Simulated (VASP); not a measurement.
# HPbNO4 (P1) in VASP: further runs, part 2 of 2

VASP 6.6.1. Earlier steps stand in the parts before.

## Step 3: Relaxation of cell and atoms, PBEsol+D3(BJ)

This run uses another cell than the first one, of 14.48 Å³/atom.

INCAR

```
  ALGO = Normal
  EDIFF = 1E-7
  EDIFFG = -0.01
  ENCUT = 600
  GGA = PS
  IBRION = 2
  ISIF = 3
  ISMEAR = -1
  IVDW = 12
  LASPH = True
  LCHARG = False
  LREAL = False
  LWAVE = False
  NELM = 100
  NSW = 60
  PREC = Accurate
  SIGMA = 0.05
```

KPOINTS

```
k-points
0
Gamma
  5 5 3
```

POSCAR

```
HPbNO4
1.0
    4.1992300000      0.1111700000      0.1681700000
    1.9160000000      3.8913200000      0.1256800000
    1.7608500000      1.2525900000      6.3726600000
H Pb N O
1 1 1 4
Direct
    0.8914500000      0.6820200000      0.6279600000
    0.1442600000      0.9287200000      0.8835200000
    0.2567000000      0.2886100000      0.3017100000
    0.8310800000      0.6505600000      0.7840500000
    0.3869400000      0.2238000000      0.1129500000
    0.3110400000      0.0357600000      0.4585600000
    0.0772600000      0.6063300000      0.3227500000
```

Potentials or basis: VASP PAW PBE potentials, release 64 (H, Pb_d, N, O).

Run with:

```bash
cat potpaw_PBE.64/H/POTCAR potpaw_PBE.64/Pb_d/POTCAR potpaw_PBE.64/N/POTCAR potpaw_PBE.64/O/POTCAR > POTCAR
mpirun -np 1 vasp_std > vasp.out
```

OUTCAR:

```text
EDIFF = 1E-7
   EDIFFG = -0.01
   ENCUT = 600
   GGA = PS
   IBRION = 2
   ISIF = 3
   ISMEAR = -1
   IVDW = 12
   LASPH = True
   LREAL = False
   NELM = 100
   NSW = 60
   PREC = Accurate
 IVDW          = 12

 ion  position               nearest neighbor table
   1  0.891  0.682  0.628-   4 0.98
   2  0.144  0.929  0.884-   4 2.48   4 2.51   6 2.67   4 2.72   5 2.81   7 2.84   5 2.91   5 2.93

   3  0.257  0.289  0.302-   6 1.25   7 1.26   5 1.28
   4  0.831  0.651  0.784-   1 0.98   2 2.48   2 2.51   2 2.72
   5  0.387  0.224  0.113-   3 1.28   2 2.81   2 2.91   2 2.93
   6  0.311  0.036  0.459-   3 1.25   2 2.67
   7  0.077  0.606  0.323-   3 1.26   2 2.84

  LATTYP: Found a triclinic cell.
 ALAT       =     6.7290690222
 B/A-ratio  =     1.0080435208
 C/A-ratio  =     0.6247619357
 COS(alpha) =     0.0037064377
 COS(beta)  =     0.3041824545
 COS(gamma) =     0.7937729759

  Lattice vectors:

 A1 = (   1.7608500000,   1.2525900000,   6.3726600000)
 A2 = (  -0.1551500000,  -2.6387300000,   6.2469800000)
 A3 = (   4.1992300000,   0.1111700000,   0.1681700000)

Analysis of symmetry for initial positions (statically):
=====================================================================
 Subroutine PRICEL returns:
 Original cell was already a primitive cell.

 Routine SETGRP: Setting up the symmetry group for a
 triclinic supercell.

 Subroutine GETGRP returns: Found  1 space group operations
 (whereof  1 operations were pure point group operations)
 out of a pool of  2 trial point group operations.

The static configuration has the point symmetry C_1 .

Analysis of symmetry for dynamics (positions and initial velocities):
=====================================================================
 Subroutine PRICEL returns:
 Original cell was already a primitive cell.

 Routine SETGRP: Setting up the symmetry group for a
 triclinic supercell.

 Subroutine GETGRP returns: Found  1 space group operations
[... 125 lines left out ...]
   NUPDOWN=      -1.0000    fix difference up-down
   EMIN   =  10.00;   EMAX   =-10.00  energy-range for DOS
   EFERMI =   0.00;   METHOD = LEGACY
   ISMEAR =    -1;   SIGMA  =   0.05  broadening in eV -4-tet -1-fermi 0-gaus
   EFERMI_NEDOS =   21; number of points for ismear=-14 and -15
   IALGO  =     38    algorithm
   IMIX   =      4    mixing-type and parameters
     AMIX     =   0.40;   BMIX     =  1.00
     AMIX_MAG =   1.60;   BMIX_MAG =  1.00
  volume/ion in A,a.u.               =      14.48        97.74
  Fermi-wavevector in a.u.,A,eV,Ry     =   1.239444  2.342210 20.901576  1.536223
  Thomas-Fermi vector in A             =   2.373927
   LORBIT       =      0    0 simple, 1 ext, 2 COOP (PROOUT), +10 PAW based schemes
   GGA     = PS    functional components
   LHFCALC =     F    Hartree Fock is set to
   AEXX    =    0.0000 exact exchange contribution
   IVDW    =    12    specifies the selected vdW correction
   LEPSILON=     F    determine dielectric tensor
   LRPA    =     F    only Hartree local field effects (RPA)
 conjugate gradient relaxation of ions
 non-spin polarized calculation
  energy-cutoff  :      600.00
  volume of cell :      101.39
 maximum number of plane-waves:      3407
 NGX is ok and might be reduce to    36
   NGX = 17   NGY = 17   NGZ = 27

--------------------------------------- Ionic step        1  -------------------------------------------

 number of electron      44.0000003 magnetization

 Free energy of the ion-electron system (eV)
  ---------------------------------------------------
  ext. energy  EPLUGINS =         0.00000000
  ---------------------------------------------------
  free energy    TOTEN  =       -42.26849263 eV

  energy without entropy =      -42.26849263  energy(sigma->0) =      -42.26849263

------------------------ aborting loop because EDIFF is reached ----------------------------------------

 Edisp (eV)   -0.59936

 E8    (eV) :    -0.3478
[... 120 lines left out ...]
  FREE ENERGIE OF THE ION-ELECTRON SYSTEM (eV)
  ---------------------------------------------------
  free  energy   TOTEN  =       -42.9056191914 eV

  energy  without entropy=      -42.9056191913  energy(sigma->0) =      -42.90561919

[... ionic steps 4 to 55 ...]

--------------------------------------- Ionic step       56  -------------------------------------------

 number of electron      44.0000002 magnetization

------------------------ aborting loop because EDIFF is reached ----------------------------------------
[... 85 lines left out ...]
--------------------------------------- Ionic step       58  -------------------------------------------

 number of electron      44.0000002 magnetization

 Free energy of the ion-electron system (eV)
  ---------------------------------------------------
  ext. energy  EPLUGINS =         0.00000000
  ---------------------------------------------------
  free energy    TOTEN  =       -42.33048859 eV

  energy without entropy =      -42.33048859  energy(sigma->0) =      -42.33048859

 E-fermi :   2.8617     XC(G=0):  -9.3015

 val. band max:        1.6708592033   @ k =  -0.4000   0.2000   0.3333
 cond. band min:       4.2089380878   @ k =  -0.2000   0.4000   0.3333
 fundamental gap:      2.5380788845
 Fermi energy:         2.8616757956

 k-point     1 :       0.0000    0.0000    0.0000
  band No.  band energies     occupation
      1     -24.5917      2.00000
      2     -19.1041      2.00000
      3     -18.8460      2.00000
      4     -16.1664      2.00000
      5     -13.4976      2.00000
      6     -13.4907      2.00000
[... 685 lines left out ...]
     25       7.4675      0.00000
     26       8.7099      0.00000

 [... further k-points ...]

------------------------ aborting loop because EDIFF is reached ----------------------------------------

 Edisp (eV)   -0.61787

 E8    (eV) :    -0.3564
[... 30 lines left out ...]
  FREE ENERGIE OF THE ION-ELECTRON SYSTEM (eV)
  ---------------------------------------------------
  free  energy   TOTEN  =       -42.9483584085 eV

  energy  without entropy=      -42.9483584085  energy(sigma->0) =      -42.94835841

 reached required accuracy - stopping structural energy minimisation
```

Wall time 27 min (1 thread of Intel Xeon 6975P-C (Granite Rapids), shared host); peak memory 0.37 GiB.

What came out:

```
Free energy                           : -42.9484 eV
Relaxed volume                        : 13.17 Å³/atom
Relaxed cell                          : a = 4.087 Å, b = 4.144 Å, c = 6.598 Å, α = 73.03°, β = 72.29°, γ = 61.64°
Space group after relaxing (to 0.1 Å) : P1 (No. 1)
Energy gained by relaxing             : 11.5 meV/atom
Ionic steps                           : 58
Pressure after relaxing               : 0.0 GPa
Largest force after relaxing          : 0.007 eV/Å
Band gap on the k mesh                : 2.54 eV (least direct gap 2.55 eV)
Dispersion energy per atom            : -0.088 eV
```

Forces on the atoms (eV/Å):
```
H   -0.001  0.005 -0.003
Pb  -0.001  0.004  0.002
N    0.006  0.000  0.000
O    0.001  0.001  0.000
O   -0.003 -0.003 -0.003
O   -0.002 -0.006  0.004
O    0.000 -0.001 -0.001
```

Step by step:
```csv
step,energy change (eV),largest force (eV/Å),pressure (GPa),volume (Å³)
1,0.0000,0.3692,-3.03,101.39
3,-0.0378,0.7474,-0.27,98.23
5,-0.0575,0.2378,-0.37,96.14
7,-0.0596,0.2123,-0.01,95.71
9,-0.0682,0.2655,0.28,94.31
11,-0.0696,0.4142,0.49,93.52
13,-0.0738,0.1862,-0.15,92.89
15,-0.0745,0.1011,-0.12,92.73
17,-0.0754,0.0844,0.07,92.50
19,-0.0758,0.1135,0.15,92.39
21,-0.0772,0.1137,-0.05,92.36
23,-0.0776,0.1831,-0.23,92.33
25,-0.0786,0.1223,-0.12,92.26
27,-0.0793,0.0607,0.08,92.15
29,-0.0795,0.0639,0.12,92.17
31,-0.0797,0.0684,0.02,92.29
33,-0.0799,0.0624,-0.02,92.37
35,-0.0800,0.0381,-0.03,92.47
37,-0.0801,0.0333,-0.03,92.50
39,-0.0802,0.0494,-0.05,92.50
41,-0.0802,0.0508,-0.05,92.47
43,-0.0803,0.0729,-0.08,92.37
45,-0.0804,0.0307,-0.01,92.31
47,-0.0804,0.0191,0.00,92.30
49,-0.0804,0.0131,-0.01,92.29
51,-0.0805,0.0309,0.01,92.26
53,-0.0805,0.0116,0.00,92.25
55,-0.0805,0.0172,-0.01,92.24
57,-0.0805,0.0102,0.01,92.22
58,-0.0805,0.0073,0.01,92.22
```

Final structure:
```
H Pb N O
1.0
     4.08239    0.10946    0.16883
     1.86768    3.69773    0.09087
     1.71974    1.13601    6.26834
H Pb N O
1 1 1 4
Cartesian
  5.9970 3.3018 4.0631
  3.8383 4.5061 5.6485
  2.1064 1.4359 1.9958
  5.9547 3.3776 5.0551
  2.1941 0.9551 0.8132
  2.1220 0.6585 2.9753
  2.0053 2.6794 2.1346
```

Levels at points of the mesh, in eV from the valence-band top:
```tsv
k point	band 20	band 21	band 22	band 23	band 24	band 25
(0.00, 0.00, 0.00)	-1.70	-1.68	-1.04	3.37	4.26	5.77
```

Caveat: the standard files for N, O and F lose accuracy on very short bonds; the PAW data sets were made with another functional, which shifts forces and pressure a little; spin-orbit coupling is left out, which moves the levels of the heavy elements.

## Step 4: Single point, revPBE

This run uses another cell than the first one, of 14.48 Å³/atom.

INCAR

```
SYSTEM = HPbNO4
ALGO = Normal ; EDIFF = 1E-7
ENCUT = 520 ; GGA = RE
ISIF = 2 ; ISMEAR = -1
LASPH = .TRUE. ; LCHARG = .FALSE.
LREAL = .FALSE. ; LWAVE = .FALSE.
NBANDS = 31 ; NELM = 60
PREC = Accurate ; SIGMA = 0.05
```

KPOINTS

```
k-points
0
G
  7 7 5
  0 0 0
```

POSCAR is that of step 3.

Run with:

```bash
cat potpaw_PBE.64/H/POTCAR potpaw_PBE.64/Pb_d/POTCAR potpaw_PBE.64/N/POTCAR potpaw_PBE.64/O/POTCAR > POTCAR
mpirun -np 1 vasp_std > vasp.out
```

Wall time 5.7 min (1 thread of Intel Xeon Platinum 8259CL at 2.50GHz (Skylake/Cascade Lake), shared host); peak memory 0.47 GiB.

It converged, with:

| Property | Result |
| --- | --- |
| Free energy | -38.7206 eV |
| Pressure | 2.6 GPa |
| Largest force | 0.596 eV/Å |
| Band gap on the k mesh | 2.84 eV (least direct gap 2.86 eV) |

Forces on the atoms (eV/Å):
```
H    0.000  0.005  0.005
Pb   0.001  0.028  0.004
N    0.006 -0.042 -0.085
O   -0.001 -0.015 -0.010
O    0.036 -0.189 -0.442
O    0.011 -0.372  0.466
O   -0.053  0.585  0.062
```

Stress tensor (GPa, compression positive):
```
 1.39 -0.12 -0.06
-0.12  3.27 -0.09
-0.06 -0.09  3.25
```

Levels at points of the mesh, in eV from the valence-band top:
| k point | band 20 | band 21 | band 22 | band 23 | band 24 | band 25 |
| --- | --- | --- | --- | --- | --- | --- |
| (0.00, 0.00, 0.00) | -1.56 | -1.36 | -0.73 | 3.57 | 4.43 | 5.54 |

Caveat: the standard files for N, O and F lose accuracy on very short bonds; the PAW data sets were made with another functional, which shifts forces and pressure a little; spin-orbit coupling is left out, which moves the levels of the heavy elements. A k mesh can miss the band edges.

## Step 5: Relaxation of cell and atoms, r2SCAN

This run uses another cell than the first one, of 14.48 Å³/atom.

POSCAR is that of step 4.

INCAR.step1

```
PREC     = Accurate       # precision mode
ENCUT    = 600            # plane-wave cutoff, eV
ISMEAR   = -1             # smearing method
SIGMA    = 0.05           # smearing width, eV
LREAL    = F              # projectors in reciprocal space
LASPH    = T              # aspherical terms in the spheres
NELM     = 100            # most SCF steps
GGA      = PE             # functional
ALGO     = Normal         # electronic algorithm
EDIFF    = 1E-4           # SCF threshold, eV
LWAVE    = T              # write WAVECAR
LCHARG   = F              # write CHGCAR
```

INCAR.step2

```
PREC     = Accurate       # precision mode
ENCUT    = 600            # plane-wave cutoff, eV
EDIFF    = 1E-6           # SCF threshold, eV
ISMEAR   = -1             # smearing method
SIGMA    = 0.05           # smearing width, eV
LREAL    = F              # projectors in reciprocal space
LASPH    = T              # aspherical terms in the spheres
NELM     = 100            # most SCF steps
ALGO     = Normal         # electronic algorithm
ISIF     = 3              # what is computed and relaxed
LWAVE    = F              # write WAVECAR
LCHARG   = F              # write CHGCAR
METAGGA  = R2SCAN         # meta-GGA
LMIXTAU  = T            
IBRION   = 2              # ionic algorithm
NSW      = 60             # ionic steps
EDIFFG   = -0.01          # ionic threshold
ISTART   = 1
```

KPOINTS

```
regular mesh
0
Gamma
  5 5 3
```

Run with:

```bash
cat potpaw_PBE.64/H/POTCAR potpaw_PBE.64/Pb_d/POTCAR potpaw_PBE.64/N/POTCAR potpaw_PBE.64/O/POTCAR > POTCAR
cp INCAR.step1 INCAR
mpirun -np 1 vasp_std > vasp.out
cp INCAR.step2 INCAR
mpirun -np 1 vasp_std > vasp.out
```

Run time: 1.6 h. Hardware: 1 thread of Intel Xeon 6975P-C (Granite Rapids), shared host; peak memory 0.38 GiB.

It converged, with:

```
Free energy                           : -98.1547 eV
Relaxed volume                        : 13.64 Å³/atom
Relaxed cell                          : a = 4.122 Å, b = 4.212 Å, c = 6.656 Å, α = 72.48°, β = 72.33°, γ = 62.01°
Space group after relaxing (to 0.1 Å) : P1 (No. 1)
Energy gained by relaxing             : 6.0 meV/atom
Ionic steps                           : 50
Pressure after relaxing               : 0.0 GPa
Largest force after relaxing          : 0.010 eV/Å
Band gap on the k mesh                : 3.01 eV (least direct gap 3.03 eV)
```

Forces on the atoms (eV/Å):
```
H   -0.002  0.005  0.008
Pb  -0.001  0.005  0.003
N    0.003 -0.006  0.002
O    0.000  0.001  0.000
O   -0.001  0.001 -0.006
O    0.002 -0.001 -0.006
O   -0.001 -0.006 -0.001
```

The path:
```tsv
step	energy change (eV)	largest force (eV/Å)	pressure (GPa)	volume (Å³)
1	0.0000	0.2705	-2.42	101.39
3	-0.0110	0.3700	-0.79	100.20
5	-0.0323	0.2010	0.04	96.92
7	-0.0336	0.1157	-0.06	96.75
9	-0.0348	0.2271	-0.06	96.54
11	-0.0364	0.1637	0.07	96.20
13	-0.0389	0.0899	-0.01	95.91
15	-0.0393	0.0805	0.04	95.82
17	-0.0395	0.1338	0.11	95.73
19	-0.0402	0.0918	0.05	95.60
21	-0.0405	0.0630	-0.12	95.59
23	-0.0409	0.0687	0.07	95.47
25	-0.0411	0.0548	0.03	95.44
27	-0.0414	0.0275	0.02	95.43
29	-0.0415	0.0409	0.09	95.45
31	-0.0416	0.0211	0.02	95.52
33	-0.0415	0.0449	-0.05	95.58
35	-0.0416	0.0223	-0.02	95.57
37	-0.0416	0.0318	-0.06	95.63
39	-0.0417	0.0203	-0.02	95.62
41	-0.0417	0.0224	-0.04	95.57
43	-0.0418	0.0214	0.05	95.50
45	-0.0418	0.0424	0.13	95.44
47	-0.0418	0.0293	0.09	95.48
49	-0.0418	0.0106	0.00	95.50
50	-0.0418	0.0097	0.01	95.50
```

Final structure:
```xyz
7
Lattice="4.1173 0.1058 0.1700 1.8775 3.7689 0.1119 1.7318 1.1894 6.3161" Properties=species:S:1:pos:R:3 pbc="T T T"
H     6.0401    3.4082    4.1494
Pb    3.8649    4.6101    5.7076
N     2.1218    1.4661    2.0013
O     6.0007    3.4659    5.1254
O     2.2141    0.9643    0.8292
O     2.1405    0.7107    2.9970
O     2.0123    2.7083    2.1176
```

Levels at points of the mesh, in eV from the valence-band top:
| k point | band 19 | band 20 | band 21 | band 22 | band 23 | band 24 | band 25 | band 26 |
| --- | --- | --- | --- | --- | --- | --- | --- | --- |
| (0.00, 0.00, 0.00) | -2.29 | -1.70 | -1.67 | -1.06 | 3.77 | 4.80 | 6.17 | 6.79 |

Caveat: the standard files for N, O and F lose accuracy on very short bonds; the PAW data sets were made with another functional, which shifts forces and pressure a little; spin-orbit coupling is left out, which moves the levels of the heavy elements.

## Step 6: Single point, PBEsol

This run uses another cell than the first one, of 13.55 Å³/atom.

INCAR

```
ALGO = Normal
EDIFF = 1E-6
ENCUT = 520
GGA = PS
ISIF = 2
ISMEAR = -1
LASPH = T
LCHARG = T
LELF = T
LREAL = F
LVHAR = T
LWAVE = F
NBANDS = 31
NELM = 60
PREC = Accurate
SIGMA = 0.05
```

KPOINTS

```
k-points
0
Gamma
  4 4 3
```

POSCAR

```
HPbNO4
1.0
    4.1413620929      0.1241576467      0.1725727345
    1.9060192616      3.7610390739      0.1055352767
    1.7533142964      1.1802931051      6.2662796742
H Pb N O
1 1 1 4
Direct
    0.8982563104      0.6794277477      0.6195567408
    0.1388718449      0.9393983131      0.8826300289
    0.2558125406      0.2866009781      0.3050190708
    0.8332062405      0.6516490860      0.7793728228
    0.3885144448      0.2157832878      0.1143507463
    0.3098326426      0.0283732361      0.4631318355
    0.0742359760      0.6145673513      0.3274387550
```

Potentials or basis: VASP PAW PBE potentials, release 64 (H, Pb_d, N, O).

Run with:

```bash
cat potpaw_PBE.64/H/POTCAR potpaw_PBE.64/Pb_d/POTCAR potpaw_PBE.64/N/POTCAR potpaw_PBE.64/O/POTCAR > POTCAR
mpirun -np 1 vasp_std > vasp.out
```

Run time: 53 s. Hardware: 1 thread of Intel Xeon Platinum 8559C (Emerald Rapids), shared host; peak memory 0.26 GiB.

Results (log left out):

| Quantity | Value |
| --- | --- |
| Free energy | -42.2967 eV |
| Pressure | 0.8 GPa |
| Largest force | 0.504 eV/Å |
| Band gap on the k mesh | 2.80 eV (least direct gap 2.80 eV) |

Forces in eV/Å, atoms in the order of the input:
```
H    0.005 -0.010 -0.127
Pb   0.002  0.007  0.009
N    0.000 -0.044 -0.090
O   -0.006  0.004  0.108
O    0.026 -0.153 -0.366
O    0.003 -0.301  0.404
O   -0.031  0.496  0.061
```

Stress tensor (GPa, compression positive):
```
-0.26 -0.08 -0.06
-0.08  1.28 -0.10
-0.06 -0.10  1.36
```

Levels at points of the mesh, in eV from the valence-band top:
| k point | band 18 | band 19 | band 20 | band 21 | band 22 | band 23 | band 24 | band 25 | band 26 | band 27 |
| --- | --- | --- | --- | --- | --- | --- | --- | --- | --- | --- |
| (0.00, 0.00, 0.00) | -2.27 | -2.14 | -1.61 | -1.53 | -0.86 | 3.55 | 4.36 | 5.73 | 6.37 | 6.45 |
| (0.50, 0.00, 0.00) | -2.49 | -2.06 | -1.64 | -0.76 | -0.19 | 3.08 | 4.65 | 5.74 | 6.85 | 8.37 |
| (0.00, 0.50, 0.00) | -2.45 | -1.63 | -1.49 | -0.74 | -0.05 | 2.80 | 4.21 | 5.45 | 7.28 | 7.83 |
| (0.50, 0.50, 0.00) | -2.13 | -1.96 | -1.83 | -0.72 | -0.18 | 3.16 | 4.20 | 5.68 | 6.75 | 8.34 |

Caveat: the k points lie up to 0.44 Å⁻¹ apart; the standard files for N, O and F lose accuracy on very short bonds; the PAW data sets were made with another functional, which shifts forces and pressure a little; spin-orbit coupling is left out, which moves the levels of the heavy elements.

## Step 7: The runs side by side

```csv
task,level,cell,k mesh,cutoff (eV),gap on the mesh (eV),pressure (GPa),relaxed volume (Å³/atom),largest force (eV/Å)
single point,PBEsol+D3(BJ),"a = 4.125, b = 4.224, c = 6.640 Å, angles 72.8, 72.2, 61.7°, 7 atoms, atomic positions A",5 × 5 × 3,520,2.74,0.8,-,0.54
relaxation of cell and atoms,PBEsol+D3(BJ),"relaxed from a = 4.204, b = 4.339, c = 6.729 Å, angles 71.9, 72.3, 62.2°, 7 atoms, atomic positions B",5 × 5 × 3,600,2.54,0.0,13.17,0.01
single point,revPBE,"a = 4.204, b = 4.339, c = 6.729 Å, angles 71.9, 72.3, 62.2°, 7 atoms, atomic positions B",7 × 7 × 5,520,2.84,2.6,-,0.60
relaxation of cell and atoms,r2SCAN,"relaxed from a = 4.204, b = 4.339, c = 6.729 Å, angles 71.9, 72.3, 62.2°, 7 atoms, atomic positions B",5 × 5 × 3,600,3.01,0.0,13.64,0.01
single point,PBEsol,"a = 4.147, b = 4.218, c = 6.613 Å, angles 72.4, 72.0, 61.4°, 7 atoms, atomic positions C",4 × 4 × 3,520,2.80,0.8,-,0.50
```

Alike in all rows: potentials or basis VASP PAW PBE potentials, release 64 (H, Pb_d, N, O); no spin polarisation; smearing fermi-dirac 0.05 eV.

Caveats: some runs use coarse meshes; the standard files for N, O and F lose accuracy on very short bonds; the PAW data sets were made with another functional, which shifts forces and pressure a little; spin-orbit coupling is left out, which moves the levels of the heavy elements.

Absolute energies hang on the potentials; compare differences alone.
